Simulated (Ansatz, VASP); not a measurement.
## MgI2 in VASP and in Ansatz

File POSCAR:

```
MgI2
1.0
    4.1572130612      0.0000000000      0.0000000000
   -2.0786065306      3.6002521199      0.0000000000
    0.0000000000      0.0000000000      6.8733253065
Mg I
1 2
Direct
    0.0000000000      0.0000000000      0.0000000000
    0.3333333333      0.6666666667      0.2426220900
    0.6666666667      0.3333333333      0.7573779100
```

File INCAR.step1:

```
PREC = Accurate
ENCUT = 660
ISMEAR = 0
SIGMA = 0.01
LREAL = F
LASPH = T
NELM = 120
NBANDS = 15
GGA = PE
ALGO = Normal
EDIFF = 1E-5
LWAVE = T
LCHARG = F
GGA_COMPAT = F
```

The input INCAR.step2:

```
PREC = Accurate
ENCUT = 660
EDIFF = 1E-6
ISMEAR = 0
SIGMA = 0.01
LREAL = F
LASPH = T
NELM = 120
ALGO = Normal
ISIF = 2
LWAVE = F
LCHARG = T
METAGGA = R2SCAN
LMIXTAU = T
LELF = T
LVHAR = T
NBANDS = 15
ISTART = 1
GGA_COMPAT = F
```

KPOINTS

```
regular mesh
0
Gamma
  8 8 1
```

Input for Ansatz:

```yaml
crystal:
  lattice:
    - [4.1572130612, 0.0, 0.0]
    - [-2.0786065306, 3.6002521199, 0.0]
    - [0.0, 0.0, 6.8733253065]
  atoms:
    - { symbol: Mg, position: [0.0, 0.0, 0.0] }
    - { symbol: I, position: [0.3333333333, 0.6666666667, 0.24262209] }
    - { symbol: I, position: [0.6666666667, 0.3333333333, 0.75737791] }
kpoints:
  mp_grid: { grid: [8, 8, 1] }
hamiltonian:
  xc: r2scan
scf:
  occupations: { method: fixed }
  n_extra_bands: 4
output:
  forces: true
  stress: true
  eigenvalues: true
```

Alike in both runs: task single point; functional r2SCAN; k mesh 8 × 8 × 1; no spin polarisation.

|  | VASP | Ansatz |
| --- | --- | --- |
| version | VASP 6.6.1 | Ansatz 0.2.0 |
| potentials or method | VASP PAW PBE potentials, release 64 (Mg, I) | plane waves |
| plane-wave cutoff (eV) | 660 | 500 |
| occupations | gaussian, width 0.01 eV | fixed |
| valence electrons in the cell | 16 | 44 |

```csv
,VASP,Ansatz,Ansatz less VASP
gap on the k mesh at the Fermi level (eV),4.19,4.22,+0.033
pressure (GPa),0.2,0.3,+0.11
"traceless stress, the component that is largest in VASP (GPa)",-0.88,-0.89,-0.008
rms of the force components (eV/Å),0.003,0.006,+0.0031
```

VASP's potentials were made for PBE, not for r2SCAN. Atom by atom the forces differ by 0.009 eV/Å (rms over components). VASP's potentials hold 16 valence electrons a cell and Ansatz's 44, so a difference there can come from the potentials and not from the codes.

The k mesh is coarse, so the values compare programs but aren't converged. Spin-orbit coupling is off throughout.
